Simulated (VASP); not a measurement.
A run of VASP 6.6.1 is set up as follows.

POSCAR

```
PbS
1.0
    3.6351319672      0.0000000000      0.0000000000
    0.0000000000      3.6351319672      0.0000000000
    0.0000000000      0.0000000000      3.6351319672
Pb S
1 1
Direct
    0.0000000000      0.0000000000      0.0000000000
    0.5000000000      0.5000000000      0.5000000000
```

Contents of INCAR.step1:

```
SYSTEM = PbS
PREC = Accurate ; ENCUT = 520
ISMEAR = -1 ; SIGMA = 0.02
LREAL = .FALSE. ; LASPH = .TRUE.
NELM = 80 ; NBANDS = 17
GGA = PE ; ALGO = Normal
EDIFF = 1E-4 ; LWAVE = .TRUE.
LCHARG = .FALSE.
```

INCAR.step2

```
SYSTEM = PbS
PREC = Accurate ; ENCUT = 520
EDIFF = 1E-7 ; ISMEAR = -1
SIGMA = 0.02 ; LREAL = .FALSE.
LASPH = .TRUE. ; NELM = 80
ALGO = Normal ; ISIF = 2
LWAVE = .FALSE. ; LCHARG = .FALSE.
METAGGA = R2SCAN ; LMIXTAU = .TRUE.
NBANDS = 17 ; ISTART = 1
```

The input KPOINTS:

```
regular mesh
0
G
  8 8 8
  0 0 0
```

Potentials or basis: VASP PAW PBE potentials, release 64 (Pb_d, S).

Launch:

```sh
$ cat potpaw_PBE.64/Pb_d/POTCAR potpaw_PBE.64/S/POTCAR > POTCAR
$ cp INCAR.step1 INCAR
$ mpirun -np 1 vasp_std > vasp.out
$ cp INCAR.step2 INCAR
$ mpirun -np 1 vasp_std > vasp.out
```

Question: Estimate the pressure.

Answer: 0.1 GPa.

Question: Estimate the band gap on the k mesh.

Answer: Zero (band 10 reaches 6.11 eV, above the bottom of band 11 at 5.86 eV).

Caveat: the PAW data sets were made with another functional, which shifts forces and pressure a little; spin-orbit coupling is left out, which moves the levels of the heavy elements.
